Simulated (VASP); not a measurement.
# CoO (Pm-3m) in VASP: a series of runs, part 2 of 2

VASP 6.6.1. Earlier steps stand in the parts before.

## (3) Single point, PBE+U, collinear spin, antiferromagnetic start

This run uses another cell than the first one, of 11.12 Å³/atom.

Input file INCAR:

```
PREC = Accurate ; ENCUT = 520
EDIFF = 1E-6 ; ISMEAR = 0
SIGMA = 0.02 ; LREAL = False
LASPH = True ; NELM = 150
ALGO = Normal ; ISIF = 2
LWAVE = False ; LCHARG = False
ISPIN = 2 ; MAGMOM = 3 -3 0 0
LORBIT = 11 ; LMAXMIX = 4
LDAU = True ; LDAUTYPE = 2
LDAUL = 2 -1 ; LDAUU = 3.32 0
LDAUJ = 0 0 ; LDAUPRINT = 1
GGA = PE ; NBANDS = 27
```

Input file KPOINTS:

```
regular mesh
0
Gamma
  10 10 5
```

Input file POSCAR:

```
CoO
1.0
    2.8122022859      0.0000000000      0.0000000000
    0.0000000000      2.8122022859      0.0000000000
    0.0000000000      0.0000000000      5.6244045717
Co O
2 2
Direct
    0.0000000000      1.0000000000      1.0000000000
    0.0000000000      1.0000000000      0.5000000000
    0.5000000000      0.5000000000      0.2500000000
    0.5000000000      0.5000000000      0.7500000000
```

Potentials or basis: VASP PAW PBE potentials, release 64 (Co, O).

Launch:

```
$ cat potpaw_PBE.64/Co/POTCAR potpaw_PBE.64/O/POTCAR > POTCAR
$ mpirun -np 1 vasp_std > vasp.out
```

OUTCAR:

```text
PREC = Accurate
   ENCUT = 520
   EDIFF = 1E-6
   ISMEAR = 0
   LREAL = False
   LASPH = True
   NELM = 150
   ISIF = 2
   ISPIN = 2
   LORBIT = 11
   GGA = PE

 ion  position               nearest neighbor table
   1  0.000  0.000  0.000-   3 2.44   4 2.44   3 2.44   4 2.44   3 2.44   4 2.44   3 2.44   4 2.44
                             2 2.81   2 2.81
   2  0.000  0.000  0.500-   3 2.44   4 2.44   3 2.44   4 2.44   3 2.44   4 2.44   3 2.44   4 2.44
                             1 2.81   1 2.81
   3  0.500  0.500  0.250-   1 2.44   2 2.44   1 2.44   2 2.44   1 2.44   2 2.44   1 2.44   2 2.44

   4  0.500  0.500  0.750-   1 2.44   2 2.44   1 2.44   2 2.44   1 2.44   2 2.44   1 2.44   2 2.44

  LATTYP: Found a simple tetragonal cell.
 ALAT       =     2.8122022859
 C/A-ratio  =     2.0000000000

  Lattice vectors:

 A1 = (   2.8122022859,   0.0000000000,   0.0000000000)
 A2 = (   0.0000000000,   2.8122022859,   0.0000000000)
 A3 = (   0.0000000000,   0.0000000000,   5.6244045717)

Analysis of symmetry for initial positions (statically):
=====================================================================
 Subroutine PRICEL returns following result:

  LATTYP: Found a simple cubic cell.
 ALAT       =     2.8122022859
[... 12 lines left out ...]
 Subroutine GETGRP returns: Found 16 space group operations
 (whereof 16 operations were pure point group operations)
 out of a pool of 16 trial point group operations.

The static configuration has the point symmetry D_4h.

Analysis of symmetry for dynamics (positions and initial velocities):
=====================================================================
 Subroutine PRICEL returns following result:

  LATTYP: Found a simple cubic cell.
 ALAT       =     2.8122022859
[... 12 lines left out ...]
 Subroutine GETGRP returns: Found 16 space group operations
[... 235 lines left out ...]
  o =  0.9783  v =  0.0000  0.0000  0.0000  0.0000  0.0000  0.0000 -0.9653  0.0000 -0.2611 -0.0000      0.0000  0.0000  0.0000  0.0000  0.0000  0.0000  0.0000  0.0000  0.0000  0.0000
  o =  0.9783  v =  0.0000  0.0000  0.0000  0.0000  0.0000  0.0000  0.2611 -0.0000 -0.9653 -0.0000      0.0000  0.0000  0.0000  0.0000  0.0000  0.0000  0.0000  0.0000  0.0000  0.0000

 number of electron      29.9999978 magnetization       0.0000000

 Free energy of the ion-electron system (eV)
  ---------------------------------------------------
  ext. energy  EPLUGINS =         0.00000000
  ---------------------------------------------------
  free energy    TOTEN  =       -22.09217944 eV

  energy without entropy =      -22.09217944  energy(sigma->0) =      -22.09217944

 E-fermi :   5.3640     XC(G=0): -11.7224

 val. band max:        5.2701686646   @ k =   0.5000   0.0000   0.4000
 cond. band min:       5.7163423547   @ k =   0.0000   0.0000   0.0000
 fundamental gap:      0.4461736901
 Fermi energy:         5.3640091174

 spin component 1

 k-point     1 :       0.0000    0.0000    0.0000
  band No.  band energies     occupation
      1     -12.1673      1.00000
      2     -11.3307      1.00000
      3      -0.8495      1.00000
      4       0.6594      1.00000
      5       0.6594      1.00000
      6       0.9034      1.00000
[... 1433 lines left out ...]
     26      22.5038      0.00000
     27      22.7446      0.00000

 [... further k-points ...]
[... 5 lines left out ...]
  --------------------------------------------------------------------------------------
  -------------------------------------------------------------------------------------
  Total       -6.6649060     -6.6649060     -6.4700082      0.0000000      0.0000000     -0.0000000
  in kB     -240.0683702   -240.0683702   -233.0481959      0.0000000      0.0000000     -0.0000000
  external PRESSURE =    -237.7283121 kB  Pullay stress =       0.0000000 kB

 VOLUME and BASIS-vectors are now :
 -----------------------------------------------------------------------------
  energy-cutoff  :      520.00
  volume of cell :       44.48
      direct lattice vectors                 reciprocal lattice vectors
     2.812202286  0.000000000  0.000000000     0.355593196  0.000000000  0.000000000
     0.000000000  2.812202286  0.000000000     0.000000000  0.355593196  0.000000000
     0.000000000  0.000000000  5.624404572     0.000000000  0.000000000  0.177796598

 POSITION                                       TOTAL-FORCE (eV/Angst)
 -----------------------------------------------------------------------------------
      0.00000      0.00000      0.00000         0.000000     -0.000000      0.000000
      0.00000      0.00000      2.81220         0.000000     -0.000000      0.000000
      1.40610      1.40610      1.40610        -0.000000      0.000000     -0.000000
      1.40610      1.40610      4.21830         0.000000      0.000000      0.000000
 -----------------------------------------------------------------------------------
    total drift:                                0.000000     -0.000000     -0.000000

  FREE ENERGIE OF THE ION-ELECTRON SYSTEM (eV)
  ---------------------------------------------------
  free  energy   TOTEN  =       -22.0921794419 eV

  energy  without entropy=      -22.0921794419  energy(sigma->0) =      -22.09217944

 total charge

# of ion       s       p       d       tot
------------------------------------------
    1        0.254   0.238   7.028   7.520
    2        0.254   0.238   7.028   7.520
    3        1.575   3.292   0.000   4.868
    4        1.575   3.292   0.000   4.868
--------------------------------------------------
tot          3.658   7.061  14.057  24.776

 magnetization (x)

# of ion       s       p       d       tot
------------------------------------------
    1        0.011   0.004   2.652   2.667
    2       -0.011  -0.004  -2.652  -2.667
    3        0.000   0.000   0.000   0.000
    4        0.000   0.000   0.000   0.000
--------------------------------------------------
tot          0.000   0.000   0.000   0.000
```

stdout:

```text
POSCAR found type information on POSCAR CoO
 POSCAR found :  2 types and       4 ions
 scaLAPACK will be used
 LDA part: xc-table for (Slater+PW92), standard interpolation
 POSCAR, INCAR and KPOINTS ok, starting setup
 FFT: planning ... GRIDC
 FFT: planning ... GRID_SOFT
 FFT: planning ... GRID
 WAVECAR not read
 entering main loop
```

Run time: 60 s. Hardware: 1 thread of Intel Xeon 6975P-C (Granite Rapids), shared host; peak memory 0.25 GiB.

What came out:

```yaml
Free_energy: -22.0922 eV
Pressure: -23.8 GPa
Band_gap_on_the_k_mesh: 0.45 eV
Net_moment: 0.00 μB per cell
Site_moments: Co +2.67, -2.67; O +0.00 μB
Valence_electrons_inside_the_program's_atomic_spheres: Co 7.52; O 4.87
```

Eigenvalues of the final occupation matrices:
```tsv
site	spin	trace	eigenvalues
site 1 d	1	4.85	0.96 0.96 0.98 0.98 0.98
site 1 d	2	2.20	0.10 0.10 0.10 0.95 0.95
site 2 d	1	2.20	0.10 0.10 0.10 0.95 0.95
site 2 d	2	4.85	0.96 0.96 0.98 0.98 0.98
```

Caveat: the cell stands under tension; an odd mesh through Γ misses points on the zone boundary, where band edges can lie.

## (4) Relaxation of cell and atoms, PBE+U, collinear spin, antiferromagnetic start

This run uses another cell than the first one, of the same volume but with other edges.

Input file INCAR:

```
SYSTEM = CoO
PREC     = Accurate       ! precision mode
ENCUT    = 600            ! plane-wave cutoff, eV
EDIFF    = 1E-6           ! SCF threshold, eV
ISMEAR   = 0              ! smearing method
SIGMA    = 0.02           ! smearing width, eV
LREAL    = .False.        ! projectors in reciprocal space
LASPH    = .True.         ! aspherical terms in the spheres
NELM     = 150            ! most SCF steps
ALGO     = Normal         ! electronic algorithm
ISIF     = 3              ! what is computed and relaxed
LWAVE    = .False.        ! write WAVECAR
LCHARG   = .False.        ! write CHGCAR
ISPIN    = 2              ! spin polarisation
MAGMOM   = 3 -3 0 0       ! initial moments
LORBIT   = 11             ! projections on sites
LMAXMIX  = 4              ! l up to which the mixer works
LDAU     = .True.         ! DFT+U
LDAUTYPE = 2            
LDAUL    = 2 -1           ! shell
LDAUU    = 3.32 0         ! U, eV
LDAUJ    = 0 0          
LDAUPRINT= 1            
GGA      = PE             ! functional
IBRION   = 2              ! ionic algorithm
NSW      = 80             ! ionic steps
EDIFFG   = -0.01          ! ionic threshold
```

Input file KPOINTS:

```
Automatic mesh
0
Gamma
  10 10 5
  0 0 0
```

Input file POSCAR:

```
CoO
1.0
    2.6612513074      0.0000000000      0.0000000000
    0.0000000000      2.6612513074      0.0000000000
    0.0000000000      0.0000000000      5.3225026149
Co O
2 2
Direct
    0.0000000000      1.0000000000      1.0000000000
    0.0000000000      1.0000000000      0.5000000000
    0.5000000000      0.5000000000      0.2500000000
    0.5000000000      0.5000000000      0.7500000000
```

Launch:

```
$ cat potpaw_PBE.64/Co/POTCAR potpaw_PBE.64/O/POTCAR > POTCAR
$ mpirun -np 1 vasp_std > vasp.out
```

Wall time 2.2 min (1 thread of Intel Xeon 6975P-C (Granite Rapids), shared host); peak memory 0.25 GiB.

Results (log left out):

| Item | Value |
| --- | --- |
| Free energy | -22.8220 eV |
| Relaxed volume | 9.06 Å³/atom |
| Relaxed cell | a = 2.624 Å, b = 2.624 Å, c = 5.265 Å, α = 90.00°, β = 90.00°, γ = 90.00° |
| Space group after relaxing (to 0.1 Å) | Pm-3m (No. 221) |
| Energy gained by relaxing | 8.0 meV/atom |
| Ionic steps | 5 |
| Pressure after relaxing | -0.2 GPa |
| Band gap on the k mesh | 1.80 eV |
| Net moment | 0.00 μB per cell |
| Site moments | Co +2.60, -2.60; O +0.00 μB |
| Valence electrons inside the program's atomic spheres | Co 7.77; O 4.96 |

The path:
```csv
step,energy change (eV),largest force (eV/Å),pressure (GPa),volume (Å³)
1,0.0000,0.0000,-6.66,37.70
2,-0.0255,0.0000,3.34,35.60
3,-0.0320,0.0000,0.04,36.22
4,-0.0320,0.0000,-0.10,36.25
5,-0.0320,0.0000,-0.15,36.25
```

Final structure:
```xyz
4
Lattice="2.6241 0.0000 0.0000 0.0000 2.6241 0.0000 0.0000 0.0000 5.2649" Properties=species:S:1:pos:R:3 pbc="T T T"
Co    2.6241    0.0000    5.2649
Co    0.0000    0.0000    2.6325
O     1.3121    1.3121    1.3162
O     1.3121    1.3121    3.9487
```

Levels at points of the mesh, in eV from the valence-band top:
Spin up:
```csv
k point,band 12,band 13,band 14,band 15,band 16,band 17,band 18,band 19
"(0.00, 0.00, 0.00)",-1.30,-1.07,-0.63,-0.63,1.80,2.76,3.20,3.20
"(0.50, 0.00, 0.00)",-0.88,-0.80,-0.58,-0.36,2.43,2.81,2.91,6.48
"(0.50, 0.50, 0.00)",-2.10,-1.12,-0.51,-0.39,3.00,3.15,3.15,6.54
```
Spin down:
```tsv
k point	band 13	band 14	band 15	band 16	band 17	band 18
(0.00, 0.00, 0.00)	-1.07	-0.63	-0.63	1.80	2.76	3.20
(0.50, 0.00, 0.00)	-0.80	-0.58	-0.36	2.43	2.81	2.91
(0.50, 0.50, 0.00)	-1.12	-0.51	-0.39	3.00	3.15	3.15
```

Eigenvalues of the final occupation matrices:
```tsv
site	spin	trace	eigenvalues
site 1 d	1	4.88	0.96 0.96 0.99 0.99 0.99
site 1 d	2	2.28	0.12 0.12 0.13 0.95 0.95
site 2 d	1	2.28	0.12 0.12 0.13 0.95 0.95
site 2 d	2	4.88	0.96 0.96 0.99 0.99 0.99
```

Caveat: an odd mesh through Γ misses points on the zone boundary, where band edges can lie.

## (5) Overview

```csv
task,cell,cutoff (eV),gap on the mesh (eV),pressure (GPa),moment (μB)
single point,"a = 2.661, b = 3.764, c = 5.323 Å, angles 45.0, 90.0, 90.0°, 4 atoms, atomic positions A",520,1.24,-4.2,0.00
single point,"a = 2.812, b = 2.812, c = 5.624 Å, 4 atoms, atomic positions B",520,0.45,-23.8,0.00
relaxation of cell and atoms,"relaxed from a = 2.661, b = 2.661, c = 5.323 Å, 4 atoms, atomic positions A",600,1.80,-0.2,0.00
```

Alike in all rows: level PBE+U; potentials or basis VASP PAW PBE potentials, release 64 (Co, O); spin collinear, antiferromagnetic start; Co d U = 3.32 eV; k mesh 10 × 10 × 5; smearing gaussian 0.02 eV.

Caveats: an odd mesh through Γ misses points on the zone boundary, where band edges can lie; the cell stands under tension (at least some runs).

Absolute energies hang on the potentials; compare differences alone.
